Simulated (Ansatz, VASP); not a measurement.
# Al3C2 in VASP and in Ansatz

```
Al C
1.0
     4.46978    0.00000    0.00000
    -2.23489    3.87094    0.00000
     0.00000    0.00000    4.89200
Al C
3 2
Cartesian
  2.2349 0.0000 2.4460
  -1.1174 1.9355 2.4460
  1.1174 1.9355 2.4460
  0.0000 2.5806 3.3760
  2.2349 1.2903 1.5160
```

Alike in both runs: task relaxation of cell and atoms; functional PBE; k mesh 6 × 6 × 4; occupations gaussian, width 0.1 eV; no spin polarisation.

```csv
,VASP,Ansatz
version,VASP 6.6.1,Ansatz 0.2.0
potentials or method,"VASP PAW PBE potentials, release 64 (Al, C), cutoff 600 eV","scalar-relativistic, plane waves, PAW"
valence electrons in the cell,17,17
```

|  | VASP | Ansatz | Ansatz less VASP |
| --- | --- | --- | --- |
| gap on the k mesh at the Fermi level, each at its own relaxed structure (eV) | none | none | - |
| relaxed volume (Å³/atom) | 14.18 | 14.20 | +0.012 |
| relaxed length of the cell vector where the two differ most in proportion (Å) | 5.331 | 5.334 | +0.0032 |

A gap of «none» marks a metal or a gap that the smearing closes.

Noted on VASP's run: the volume moved by over 15 % at a fixed basis, so the end points are rough.
